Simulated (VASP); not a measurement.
# CuO (Cccm) in VASP: further runs

CuO is run at these levels: PBEsol; tasks: single point.

All numbers are computed with VASP 6.6.1; they aren't measurements. Logs are shortened: lines on timing, memory, paths and dates and some standing lists are left out, and cuts for length are marked.

## Step 1: The cell of the first run

The typed cell holds 8 atoms: a = 3.981 Å, b = 3.985 Å, c = 5.398 Å, α = 90.00°, β = 90.00°, γ = 90.00°.

## Step 2: Single point, PBEsol (uniaxial strain along c: +6.0 %, then relaxed in part)

The input, INCAR:

```
ALGO = Normal
EDIFF = 1E-7
ENCUT = 520
GGA = PS
ISIF = 2
ISMEAR = 0
LASPH = T
LCHARG = F
LREAL = F
LWAVE = F
NBANDS = 44
NELM = 100
PREC = Accurate
SIGMA = 0.1
```

The input, KPOINTS:

```
k-points
0
Gamma
  10 10 8
```

The input, POSCAR:

```
CuO
1.0
    3.9811257707      0.0000000000      0.0000000000
    0.0000000000      3.9846200518      0.0000000000
    0.0000000000      0.0000000000      5.3978007156
Cu O
4 4
Direct
    0.2500000000      0.2500000000      0.5000000000
    0.2500000000      0.7500000000      0.0000000000
    0.7500000000      0.7500000000      0.5000000000
    0.7500000000      0.2500000000      0.0000000000
    0.5000000000      0.0000000000      0.7500000000
    0.5000000000      0.0000000000      0.2500000000
    0.0000000000      0.5000000000      0.7500000000
    0.0000000000      0.5000000000      0.2500000000
```

Potentials or basis: VASP PAW PBE potentials, release 64 (Cu, O).

Command:

```sh
$ cat potpaw_PBE.64/Cu/POTCAR potpaw_PBE.64/O/POTCAR > POTCAR
$ mpirun -np 1 vasp_std > vasp.out
```

OUTCAR:

```text
EDIFF = 1E-7
   ENCUT = 520
   GGA = PS
   ISIF = 2
   ISMEAR = 0
   LASPH = T
   LREAL = F
   NELM = 100
   PREC = Accurate

 ion  position               nearest neighbor table
   1  0.250  0.250  0.500-   5 1.95   6 1.95   7 1.95   8 1.95
   2  0.250  0.750  0.000-   5 1.95   6 1.95   7 1.95   8 1.95
   3  0.750  0.750  0.500-   5 1.95   6 1.95   7 1.95   8 1.95
   4  0.750  0.250  0.000-   5 1.95   6 1.95   7 1.95   8 1.95
   5  0.500  0.000  0.750-   1 1.95   2 1.95   3 1.95   4 1.95
   6  0.500  0.000  0.250-   1 1.95   2 1.95   3 1.95   4 1.95
   7  0.000  0.500  0.750-   1 1.95   2 1.95   3 1.95   4 1.95
   8  0.000  0.500  0.250-   1 1.95   2 1.95   3 1.95   4 1.95

  LATTYP: Found a simple orthorhombic cell.
 ALAT       =     3.9811257707
 B/A-ratio  =     1.0008777118
 C/A-ratio  =     1.3558478246

  Lattice vectors:

 A1 = (   3.9811257707,   0.0000000000,   0.0000000000)
 A2 = (   0.0000000000,   3.9846200518,   0.0000000000)
 A3 = (   0.0000000000,   0.0000000000,   5.3978007156)

Analysis of symmetry for initial positions (statically):
=====================================================================
 Subroutine PRICEL returns following result:

  LATTYP: Found a base centered orthorhombic cell.
 ALAT       =     3.9811257707
 B/A-ratio  =     1.0008777118
 C/A-ratio  =     1.3558478246

  Lattice vectors:

 A1 = (   1.9905628854,  -1.9923100259,   0.0000000000)
 A2 = (   1.9905628854,   1.9923100259,   0.0000000000)
 A3 = (   0.0000000000,   0.0000000000,   5.3978007156)

   2 primitive cells build up your supercell.

 Routine SETGRP: Setting up the symmetry group for a
 simple orthorhombic supercell.

 Subroutine GETGRP returns: Found  8 space group operations
 (whereof  4 operations were pure point group operations)
 out of a pool of  8 trial point group operations.

The static configuration has the point symmetry C_2h.
 The point group associated with its full space group is D_2h.

Analysis of symmetry for dynamics (positions and initial velocities):
=====================================================================
 Subroutine PRICEL returns following result:

  LATTYP: Found a base centered orthorhombic cell.
 ALAT       =     3.9811257707
 B/A-ratio  =     1.0008777118
 C/A-ratio  =     1.3558478246

  Lattice vectors:

 A1 = (   1.9905628854,  -1.9923100259,   0.0000000000)
 A2 = (   1.9905628854,   1.9923100259,   0.0000000000)
 A3 = (   0.0000000000,   0.0000000000,   5.3978007156)

   2 primitive cells build up your supercell.

 Routine SETGRP: Setting up the symmetry group for a
 simple orthorhombic supercell.

 Subroutine GETGRP returns: Found  8 space group operations
 (whereof  4 operations were pure point group operations)
 out of a pool of  8 trial point group operations.

The dynamic configuration has the point symmetry C_2h.
 The point group associated with its full space group is D_2h.

 Subroutine INISYM returns: Found  8 space group operations
 (whereof  4 operations are pure point group operations),
 and found     2 'primitive' translations

----------------------------------------------------------------------------------------

                                     Primitive cell

  volume of cell :      42.8134

  direct lattice vectors                    reciprocal lattice vectors
     1.990562885 -1.992310026  0.000000000     0.251185232 -0.250964957  0.000000000
     1.990562885  1.992310026  0.000000000     0.251185232  0.250964957  0.000000000
     0.000000000  0.000000000  5.397800716     0.000000000  0.000000000  0.185260637

  length of vectors
     2.816316715  2.816316715  5.397800716     0.355073838  0.355073838  0.185260637

  position of ions in fractional coordinates (direct lattice)
     0.000000000  0.500000000  0.500000000
     0.500000000  1.000000000  0.000000000
     0.500000000  0.500000000  0.750000000
     0.500000000  0.500000000  0.250000000

  ion indices of the primitive-cell ions
   primitive index   ion index
                 1           1
                 2           2
                 3           5
[... 55 lines left out ...]
 fundamental gap:      0.0114390267
 Fermi energy:         5.0275630380

 k-point     1 :       0.0000    0.0000    0.0000
  band No.  band energies     occupation
      1     -14.7238      2.00000
      2     -13.5980      2.00000
      3     -13.3297      2.00000
      4     -13.0758      2.00000
      5      -3.3014      2.00000
      6      -1.5966      2.00000
[... 36 lines left out ...]
     43      14.9986      0.00000
     44      15.7880      0.00000

 k-point     2 :       0.1000    0.0000    0.0000
  band No.  band energies     occupation
      1     -14.6910      2.00000
      2     -13.5842      2.00000
      3     -13.3652      2.00000
      4     -13.0869      2.00000
      5      -3.2467      2.00000
      6      -1.5555      2.00000
[... 36 lines left out ...]
     43      15.6317      0.00000
     44      15.8234      0.00000

 k-point     3 :       0.2000    0.0000    0.0000
  band No.  band energies     occupation
      1     -14.5958      2.00000
      2     -13.5439      2.00000
      3     -13.4675      2.00000
      4     -13.1202      2.00000
      5      -3.0862      2.00000
      6      -1.4430      2.00000
[... 36 lines left out ...]
     43      15.2168      0.00000
     44      15.8782      0.00000

 k-point     4 :       0.3000    0.0000    0.0000
  band No.  band energies     occupation
      1     -14.4461      2.00000
      2     -13.6260      2.00000
      3     -13.4819      2.00000
      4     -13.1736      2.00000
      5      -2.8308      2.00000
      6      -1.3032      2.00000
[... 882 lines left out ...]
     43      14.7467      0.00000
     44      16.2418      0.00000

 k-point    23 :       0.4000    0.3000    0.0000
  band No.  band energies     occupation
      1     -14.1331      2.00000
      2     -13.8761      2.00000
      3     -13.3571      2.00000
      4     -13.2610      2.00000
      5      -2.2973      2.00000
      6      -1.9875      2.00000
[... 36 lines left out ...]
     43      14.7814      0.00000
     44      16.1279      0.00000

 k-point    24 :       0.5000    0.3000    0.0000
  band No.  band energies     occupation
      1     -14.0013      2.00000
      2     -14.0013      2.00000
      3     -13.3071      2.00000
      4     -13.3071      2.00000
      5      -2.0680      2.00000
      6      -2.0680      2.00000
[... 36 lines left out ...]
     43      15.5612      0.00000
     44      15.5612      0.00000

 [... further k-points ...]

------------------------ aborting loop because EDIFF is reached ----------------------------------------

  FORCE on cell =-STRESS in cart. coord.  units (eV):
  Direction    XX          YY          ZZ          XY          YZ          ZX
  --------------------------------------------------------------------------------------
  -------------------------------------------------------------------------------------
  Total        0.2706272      0.2673933     -6.9073432      0.0000000      0.0000000      0.0000000
  in kB        5.0637506      5.0032420   -129.2444652      0.0000000      0.0000000      0.0000000
  external PRESSURE =     -39.7258242 kB  Pullay stress =       0.0000000 kB

 VOLUME and BASIS-vectors are now :
 -----------------------------------------------------------------------------
  energy-cutoff  :      520.00
  volume of cell :       85.63
      direct lattice vectors                 reciprocal lattice vectors
     3.981125771  0.000000000  0.000000000     0.251185232  0.000000000  0.000000000
     0.000000000  3.984620052  0.000000000     0.000000000  0.250964957  0.000000000
     0.000000000  0.000000000  5.397800716     0.000000000  0.000000000  0.185260637

 POSITION                                       TOTAL-FORCE (eV/Angst)
 -----------------------------------------------------------------------------------
      0.99528      0.99616      2.69890         0.000000      0.000000     -0.000000
      0.99528      2.98847      0.00000        -0.000000      0.000000      0.000000
      2.98584      2.98847      2.69890         0.000000      0.000000      0.000000
      2.98584      0.99616      0.00000        -0.000000     -0.000000      0.000000
      1.99056      0.00000      4.04835        -0.000000      0.000000     -0.000000
      1.99056      0.00000      1.34945        -0.000000      0.000000     -0.000000
      0.00000      1.99231      4.04835        -0.000000      0.000000      0.000000
      0.00000      1.99231      1.34945        -0.000000      0.000000     -0.000000
 -----------------------------------------------------------------------------------
    total drift:                                0.000000      0.000000     -0.000000

  FREE ENERGIE OF THE ION-ELECTRON SYSTEM (eV)
  ---------------------------------------------------
  free  energy   TOTEN  =       -42.7670422322 eV

  energy  without entropy=      -42.7438036363  energy(sigma->0) =      -42.75542293
```

Run time: 22 min. Hardware: 1 thread of Intel Xeon 8259CL, shared host; peak memory 0.56 GiB.

Results:

| Quantity | Value |
| --- | --- |
| Free energy | -42.7670 eV |
| Pressure | -4.0 GPa |
| Band gap on the k mesh | zero (bands 34 and 35 overlap by 1.09 eV) |

Stress tensor (GPa, compression positive):
```
  0.51   0.00   0.00
  0.00   0.50   0.00
  0.00   0.00 -12.92
```

Levels at points of the mesh, in eV from the Fermi level:
| k point | band 30 | band 31 | band 32 | band 33 | band 34 | band 35 | band 36 | band 37 | band 38 | band 39 |
| --- | --- | --- | --- | --- | --- | --- | --- | --- | --- | --- |
| (0.00, 0.00, 0.00) | -2.19 | -1.65 | -1.04 | -1.04 | 0.62 | 0.63 | 1.24 | 1.42 | 2.46 | 6.33 |
| (0.50, 0.00, 0.00) | -2.14 | -1.50 | -1.50 | -0.61 | -0.61 | 0.57 | 0.57 | 4.09 | 4.09 | 5.33 |
| (0.00, 0.50, 0.00) | -2.14 | -1.50 | -1.50 | -0.61 | -0.61 | 0.57 | 0.57 | 4.08 | 4.08 | 5.34 |
| (0.50, 0.50, 0.00) | -1.53 | -1.39 | -1.39 | 0.20 | 0.20 | 0.41 | 0.41 | 3.11 | 3.11 | 6.19 |
| (0.00, 0.00, 0.50) | -1.39 | -1.26 | -1.26 | -0.40 | -0.40 | 0.08 | 0.08 | 3.57 | 3.57 | 4.13 |
| (0.50, 0.00, 0.50) | -1.75 | -1.75 | -1.75 | -0.47 | -0.47 | -0.47 | -0.47 | 4.96 | 4.96 | 4.96 |
| (0.00, 0.50, 0.50) | -1.75 | -1.75 | -1.75 | -0.47 | -0.47 | -0.47 | -0.47 | 4.96 | 4.96 | 4.96 |
| (0.50, 0.50, 0.50) | -1.87 | -1.79 | -1.79 | -0.06 | -0.06 | 0.65 | 0.65 | 4.03 | 4.03 | 5.89 |

Caveat: the cell differs from its parent crystal (uniaxial strain along c: +6.0 %, then relaxed in part); the stress differs along the axes, from -13 to 1 GPa; the PAW data sets were made with another functional, which shifts forces and pressure a little; semilocal functionals often make such compounds metallic where correlation or magnetic order opens a gap, which also shifts bond lengths.

## Step 3: Single point, PBEsol (uniaxial strain along c: +2.0 %)

The input, INCAR:

```
  PREC = Accurate
  ENCUT = 520
  EDIFF = 1E-6
  ISMEAR = 0
  SIGMA = 0.1
  LREAL = False
  LASPH = True
  NELM = 100
  ALGO = Normal
  ISIF = 2
  LWAVE = False
  LCHARG = False
  GGA = PS
  NBANDS = 44
```

The input, KPOINTS:

```
Automatic mesh
0
Gamma
  10 10 8
```

Changes to POSCAR since step 2:

```diff
@@ -2,5 +2,5 @@
 1.0
-    3.9811257707      0.0000000000      0.0000000000
-    0.0000000000      3.9846200518      0.0000000000
-    0.0000000000      0.0000000000      5.3978007156
+    4.0646408398      0.0000000000      0.0000000000
+    0.0000000000      4.0802127656      0.0000000000
+    0.0000000000      0.0000000000      5.1941101226
 Cu O
```

Potentials or basis: VASP PAW PBE potentials, release 64 (Cu, O).

Command:

```sh
$ cat potpaw_PBE.64/Cu/POTCAR potpaw_PBE.64/O/POTCAR > POTCAR
$ mpirun -np 1 vasp_std > vasp.out
```

It took 20 min on 1 thread of Intel Xeon 8259CL, shared host; peak memory 0.56 GiB.

The run converged. Its results:

* Free energy: -42.9470 eV
* Pressure: -2.2 GPa
* Band gap on the k mesh: zero (bands 34 and 35 overlap by 1.14 eV)

Stress tensor (GPa, compression positive):
```
-0.79  0.00  0.00
 0.00 -0.83  0.00
 0.00  0.00 -4.90
```

Levels at points of the mesh, in eV from the Fermi level:
```tsv
k point	band 30	band 31	band 32	band 33	band 34	band 35	band 36	band 37	band 38	band 39
(0.00, 0.00, 0.00)	-2.05	-1.65	-1.17	-1.17	0.66	0.67	1.18	1.42	2.07	6.08
(0.50, 0.00, 0.00)	-2.11	-1.63	-1.63	-0.57	-0.57	0.60	0.60	3.96	3.96	5.50
(0.00, 0.50, 0.00)	-2.11	-1.63	-1.63	-0.57	-0.57	0.60	0.60	3.95	3.95	5.51
(0.50, 0.50, 0.00)	-1.60	-1.51	-1.51	0.21	0.21	0.44	0.44	3.40	3.40	5.99
(0.00, 0.00, 0.50)	-1.54	-1.40	-1.40	-0.49	-0.49	0.08	0.08	3.51	3.51	3.92
(0.50, 0.00, 0.50)	-1.82	-1.82	-1.82	-0.48	-0.48	-0.48	-0.48	4.88	4.88	4.88
(0.00, 0.50, 0.50)	-1.83	-1.83	-1.83	-0.48	-0.48	-0.48	-0.48	4.87	4.87	4.87
(0.50, 0.50, 0.50)	-2.04	-1.85	-1.85	-0.13	-0.13	0.68	0.68	4.16	4.16	5.91
```

Caveat: the cell differs from its parent crystal (uniaxial strain along c: +2.0 %); the PAW data sets were made with another functional, which shifts forces and pressure a little; semilocal functionals often make such compounds metallic where correlation or magnetic order opens a gap, which also shifts bond lengths.

## Step 4: Single point, PBEsol (uniaxial strain along c: +4.0 %)

Changes to INCAR since step 3:

```diff
@@ -2,3 +2,3 @@
   ENCUT = 520
-  EDIFF = 1E-6
+  EDIFF = 1E-7
   ISMEAR = 0
@@ -7,3 +7,3 @@
   LASPH = True
-  NELM = 100
+  NELM = 60
   ALGO = Normal
```

KPOINTS is that of step 3.

Changes to POSCAR since step 3:

```diff
@@ -2,5 +2,5 @@
 1.0
-    4.0646408398      0.0000000000      0.0000000000
-    0.0000000000      4.0802127656      0.0000000000
-    0.0000000000      0.0000000000      5.1941101226
+    4.0442155090      0.0000000000      0.0000000000
+    0.0000000000      4.0597091839      0.0000000000
+    0.0000000000      0.0000000000      5.2959554191
 Cu O
```

Command:

```sh
$ cat potpaw_PBE.64/Cu/POTCAR potpaw_PBE.64/O/POTCAR > POTCAR
$ mpirun -np 1 vasp_std > vasp.out
```

It took 6.8 min on 1 thread of Intel Xeon 6975P-C (Granite Rapids), shared host; peak memory 0.55 GiB.

The run converged. Its results:

```
Free energy            : -42.8756 eV
Pressure               : -4.7 GPa
Band gap on the k mesh : zero (bands 34 and 35 overlap by 1.11 eV)
```

Stress tensor (GPa, compression positive):
```
 -1.83   0.00   0.00
  0.00  -1.87   0.00
  0.00   0.00 -10.37
```

Levels at points of the mesh, in eV from the Fermi level:
```
           k point  band 32  band 33  band 34  band 35  band 36  band 37
(0.00, 0.00, 0.00)    -1.10    -1.10     0.64     0.65     1.19     1.39
(0.50, 0.00, 0.00)    -1.56    -0.58    -0.58     0.59     0.59     4.00
(0.00, 0.50, 0.00)    -1.55    -0.58    -0.58     0.58     0.58     3.98
(0.50, 0.50, 0.00)    -1.44     0.20     0.20     0.42     0.42     3.30
(0.00, 0.00, 0.50)    -1.32    -0.45    -0.45     0.08     0.08     3.51
(0.50, 0.00, 0.50)    -1.77    -0.47    -0.47    -0.47    -0.47     4.89
(0.00, 0.50, 0.50)    -1.77    -0.47    -0.47    -0.47    -0.47     4.89
(0.50, 0.50, 0.50)    -1.80    -0.11    -0.11     0.66     0.66     4.13
```

Caveat: the cell differs from its parent crystal (uniaxial strain along c: +4.0 %); the stress differs along the axes, from -10 to -2 GPa; the PAW data sets were made with another functional, which shifts forces and pressure a little; semilocal functionals often make such compounds metallic where correlation or magnetic order opens a gap, which also shifts bond lengths.

## Step 5: Single point, PBEsol (uniaxial strain along c: +6.0 %)

The input, INCAR:

```
SYSTEM = CuO
  PREC = Accurate
  ENCUT = 520
  EDIFF = 1E-6
  ISMEAR = 0
  SIGMA = 0.1
  LREAL = .False.
  LASPH = .True.
  NELM = 100
  ALGO = Normal
  ISIF = 2
  LWAVE = .False.
  LCHARG = .False.
  GGA = PS
  NBANDS = 44
```

The input, KPOINTS:

```
Automatic mesh
0
Gamma
  10 10 8
  0 0 0
```

Changes to POSCAR since step 4:

```diff
@@ -2,5 +2,5 @@
 1.0
-    4.0442155090      0.0000000000      0.0000000000
-    0.0000000000      4.0597091839      0.0000000000
-    0.0000000000      0.0000000000      5.2959554191
+    4.0237901781      0.0000000000      0.0000000000
+    0.0000000000      4.0392056021      0.0000000000
+    0.0000000000      0.0000000000      5.3978007156
 Cu O
```

Command:

```sh
$ cat potpaw_PBE.64/Cu/POTCAR potpaw_PBE.64/O/POTCAR > POTCAR
$ mpirun -np 1 vasp_std > vasp.out
```

It took 5.9 min on 1 thread of Intel Xeon 6975P-C (Granite Rapids), shared host; peak memory 0.55 GiB.

It converged, with:

| Item | Value |
| --- | --- |
| Free energy | -42.7545 eV |
| Pressure | -7.2 GPa |
| Band gap on the k mesh | zero (bands 34 and 35 overlap by 1.08 eV) |

Stress tensor (GPa, compression positive):
```
 -2.92   0.00   0.00
  0.00  -2.96   0.00
  0.00   0.00 -15.77
```

Levels at points of the mesh, in eV from the Fermi level:
```tsv
k point	band 31	band 32	band 33	band 34	band 35	band 36	band 37	band 38
(0.00, 0.00, 0.00)	-1.63	-1.03	-1.03	0.62	0.63	1.20	1.35	2.48
(0.50, 0.00, 0.00)	-1.48	-1.48	-0.59	-0.59	0.57	0.57	4.02	4.02
(0.00, 0.50, 0.00)	-1.48	-1.48	-0.59	-0.59	0.57	0.57	4.00	4.00
(0.50, 0.50, 0.00)	-1.36	-1.36	0.20	0.20	0.41	0.41	3.21	3.21
(0.00, 0.00, 0.50)	-1.25	-1.25	-0.42	-0.42	0.09	0.09	3.50	3.50
(0.50, 0.00, 0.50)	-1.71	-1.71	-0.46	-0.46	-0.46	-0.46	4.90	4.90
(0.00, 0.50, 0.50)	-1.71	-1.71	-0.46	-0.46	-0.46	-0.46	4.89	4.89
(0.50, 0.50, 0.50)	-1.76	-1.76	-0.09	-0.09	0.64	0.64	4.09	4.09
```

Caveat: the cell differs from its parent crystal (uniaxial strain along c: +6.0 %); the stress differs along the axes, from -16 to -3 GPa; the PAW data sets were made with another functional, which shifts forces and pressure a little; semilocal functionals often make such compounds metallic where correlation or magnetic order opens a gap, which also shifts bond lengths.

## Step 6: Summary

| cell | gap on the mesh (eV) | pressure (GPa) |
| --- | --- | --- |
| a = 3.981, b = 3.985, c = 5.398 Å, 8 atoms | none | -4.0 |
| a = 4.065, b = 4.080, c = 5.194 Å, 8 atoms | none | -2.2 |
| a = 4.044, b = 4.060, c = 5.296 Å, 8 atoms | none | -4.7 |
| a = 4.024, b = 4.039, c = 5.398 Å, 8 atoms | none | -7.2 |

Alike in all rows: task single point; level PBEsol; potentials or basis VASP PAW PBE potentials, release 64 (Cu, O); no spin polarisation; k mesh 10 × 10 × 8; cutoff (eV) 520; smearing gaussian 0.1 eV.

Caveats: the PAW data sets were made with another functional, which shifts forces and pressure a little; semilocal functionals often make such compounds metallic where correlation or magnetic order opens a gap, which also shifts bond lengths; the stress differs along the axes, from -13 to 1 GPa (at least some runs); the stress differs along the axes, from -10 to -2 GPa (at least some runs); the stress differs along the axes, from -16 to -3 GPa (at least some runs).

Absolute energies hang on the potentials; compare differences alone.
